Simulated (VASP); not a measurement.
Set up this calculation in VASP 6.6.1, as the native input.

* Task: relaxation of cell and atoms
* Functional: PBE
* Potentials or basis: VASP PAW PBE potentials, release 64 (Ga_d, Sn_d, O)
* Cutoff: 600 eV
* k mesh: 3 × 3 × 2
* Occupations: gaussian, width 0.15 eV
* Spin: no spin polarisation
* Dipole correction: no
* Further INCAR settings: ALGO = Normal; EDIFF = 1e-06; IBRION = 2; EDIFFG = -0.08; NSW = 36; ISIF = 3

The structure of Ga2SnO4 lies in POSCAR:

```
Ga2SnO4
1.0
    5.3500000000      0.0000000000      0.0000000000
   -2.6750000000      4.6332359100      0.0000000000
    0.0000000000      0.0000000000      8.7000000000
Ga Sn O
4 2 8
Direct
    0.6666666700      0.3333333300      0.9500000000
    0.6666666700      0.3333333300      0.5500000000
    0.3333333300      0.6666666700      0.4500000000
    0.3333333300      0.6666666700      0.0500000000
    0.0000000000      0.0000000000      0.2500000000
    0.0000000000      0.0000000000      0.7500000000
    0.6666666700      0.3333333300      0.7500000000
    0.6400000000      0.6400000000      0.0000000000
    0.3333333300      0.6666666700      0.2500000000
    0.6400000000      0.0000000000      0.5000000000
    0.3600000000      0.3600000000      0.5000000000
    0.3600000000      0.0000000000      0.0000000000
    0.0000000000      0.6400000000      0.5000000000
    0.0000000000      0.3600000000      0.0000000000
```

One way to write it, as run:

INCAR

```
ALGO = Normal ; EDIFF = 1E-6
EDIFFG = -0.08 ; ENCUT = 600
GGA = PE ; IBRION = 2
ISIF = 3 ; ISMEAR = 0
LASPH = T ; LCHARG = F
LREAL = F ; LWAVE = F
NELM = 60 ; NSW = 36
PREC = Accurate ; SIGMA = 0.15
```

KPOINTS

```
k-points
0
Gamma
  3 3 2
```

Potentials or basis: VASP PAW PBE potentials, release 64 (Ga_d, Sn_d, O).

The run is started by

```bash
$ cat potpaw_PBE.64/Ga_d/POTCAR potpaw_PBE.64/Sn_d/POTCAR potpaw_PBE.64/O/POTCAR > POTCAR
$ mpirun -np 1 vasp_std > vasp.out
```

Results of the run:

| Quantity | Value |
| --- | --- |
| Relaxed volume | 15.39 Å³/atom |
| Relaxed cell | a = 5.282 Å, b = 5.282 Å, c = 8.920 Å, α = 90.00°, β = 90.00°, γ = 120.00° |
| Space group after relaxing (to 0.05 Å) | P6_322 (No. 182) |
| Energy gained by relaxing | 133.8 meV/atom |
| Ionic steps | 8 |
| Pressure after relaxing | 0.0 GPa |
| Largest force after relaxing | 0.036 eV/Å |
| Band gap on the k mesh | 2.63 eV, indirect (least direct gap 2.77 eV) |

Caveat: the k points lie up to 0.46 Å⁻¹ apart in the final cell; spin-orbit coupling is left out, which moves the levels of the heavy elements; the relaxation stopped at a loose force limit of 0.08 eV/Å, so its end isn't a converged minimum.

Wall time 35 min on 1 thread of Oxide Virtual Turin-like Processor, on a shared host, peak memory 0.45 GiB.
